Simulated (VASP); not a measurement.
WS2: single point with LDA

WS2, a slab with vacuum:

```
CELL_PARAMETERS angstrom
3.18352 0.00000 0.00000
-1.59176 2.75701 0.00000
0.00000 0.00000 16.95058
ATOMIC_POSITIONS crystal
W 0.32922 0.66667 0.00000
S 0.67845 0.33333 0.90800
S 0.67845 0.33333 0.09200
```

This cell differs from its parent crystal: atoms displaced along a vibrational mode.

- Program: VASP 6.6.1
- Task: single point
- Functional: LDA
- Potentials or basis: VASP PAW LDA potentials, release 64 (W_sv, S)
- Cutoff: 520 eV
- k mesh: 12 × 12 × 2
- Occupations: gaussian, width 0.05 eV
- Spin: no spin polarisation

```yaml
Largest_force: 1.054 eV/Å
Band_gap_on_the_k_mesh: 1.78 eV
```

Forces in eV/Å, atoms in the order of the input:
```
W    1.054  0.011  0.000
S   -0.527 -0.006  0.326
S   -0.527 -0.006 -0.326
```

Levels at points of the mesh, in eV from the valence-band top:
| k point | band 11 | band 12 | band 13 | band 14 | band 15 | band 16 |
| --- | --- | --- | --- | --- | --- | --- |
| (0.00, 0.00, 0.00) | -1.84 | -1.38 | -0.01 | 2.62 | 2.96 | 3.17 |
| (0.50, 0.00, 0.00) | -2.13 | -1.24 | -0.93 | 2.78 | 3.29 | 4.14 |
| (0.00, 0.50, 0.00) | -2.04 | -1.31 | -0.78 | 2.81 | 3.29 | 3.92 |
| (0.50, 0.50, 0.00) | -1.96 | -1.27 | -0.76 | 2.85 | 3.28 | 3.87 |
| (0.00, 0.00, 0.50) | -1.84 | -1.38 | -0.01 | 2.62 | 2.96 | 3.17 |
| (0.50, 0.00, 0.50) | -2.13 | -1.24 | -0.93 | 2.78 | 3.29 | 4.14 |
| (0.00, 0.50, 0.50) | -2.04 | -1.31 | -0.78 | 2.81 | 3.29 | 3.92 |
| (0.50, 0.50, 0.50) | -1.96 | -1.27 | -0.76 | 2.85 | 3.28 | 3.87 |

Wall time 5.1 min on 1 thread of AMD EPYC 9R45 (Zen 5) (shared host), peak memory 0.47 GiB.

Caveat: the cell differs from its parent crystal (atoms displaced along a vibrational mode); there is no dipole correction, which matters where the two faces differ; spin-orbit coupling is left out, which moves the levels of the heavy elements.
